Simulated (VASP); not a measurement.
A run of VASP 6.6.1 is set up as follows.

INCAR

```
SYSTEM = Sr
ALGO = Fast ; EDIFF = 1E-6
ENCUT = 520 ; GGA = PS
ISIF = 2 ; ISMEAR = 0
LASPH = .True. ; LCHARG = .False.
LREAL = .False. ; LWAVE = .False.
NBANDS = 11 ; NELM = 80
PREC = Accurate ; SIGMA = 0.15
```

The input KPOINTS:

```
k-points
0
Gamma
  14 14 14
  0 0 0
```

The input POSCAR:

```
Sr
1.0
   -2.4613750000      2.4613750000      2.4613750000
    2.4613750000     -2.4613750000      2.4613750000
    2.4613750000      2.4613750000     -2.4613750000
Sr
1
Direct
    0.0000000000      0.0000000000      0.0000000000
```

Potentials or basis: VASP PAW PBE potentials, release 64 (Sr_sv).

Run with:

```console
$ cat potpaw_PBE.64/Sr_sv/POTCAR > POTCAR
$ mpirun -np 1 vasp_std > vasp.out
```

Problem. Estimate the band gap on the k mesh.

Solution. Zero (bands 5 and 6 overlap by 0.28 eV).

Problem. What does it give for the pressure?

Solution. -1.4 GPa.

Caveat: the cell differs from its parent crystal (strain +0.015 along x and y, +0.015 along z); the PAW data sets were made with another functional, which shifts forces and pressure a little.
